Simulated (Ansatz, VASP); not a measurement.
Two plane-wave programs on ZrTaN

```
CELL_PARAMETERS angstrom
3.05365 0.00000 0.00000
0.00000 3.05365 0.00000
0.00000 0.00000 4.73147
ATOMIC_POSITIONS crystal
Zr 0.50000 0.50000 0.50000
Ta 0.00000 0.00000 0.00000
N 0.50000 0.50000 0.00000
```

Change from the starting cell: species swapped into the LiHPd type (P4/mmm, No. 123).

Alike in both runs: functional PBE; k mesh 16 × 16 × 10; occupations gaussian, width 0.1 eV; no spin polarisation.

Ansatz relaxed the structure, and its values are those at the end. VASP's run is a single point on that final structure, the one shown.

|  | VASP | Ansatz |
| --- | --- | --- |
| version | VASP 6.6.1 | Ansatz 0.2.0 |
| potentials or method | VASP PAW PBE potentials, release 64 (Zr_sv, Ta_pv, N), cutoff 520 eV | scalar-relativistic, plane waves, PAW |
| valence electrons in the cell | 28 | 30 |

|  | VASP | Ansatz | Ansatz less VASP |
| --- | --- | --- | --- |
| gap on the k mesh at the Fermi level (eV) | none | none | - |
| pressure (GPa) | 0.3 | 0.0 | -0.28 |

A gap of «none» marks a metal or a gap that the smearing closes. VASP's potentials hold 28 valence electrons a cell and Ansatz's 30, so a difference there can come from the potentials and not from the codes.

Neither program's run includes spin-orbit coupling.
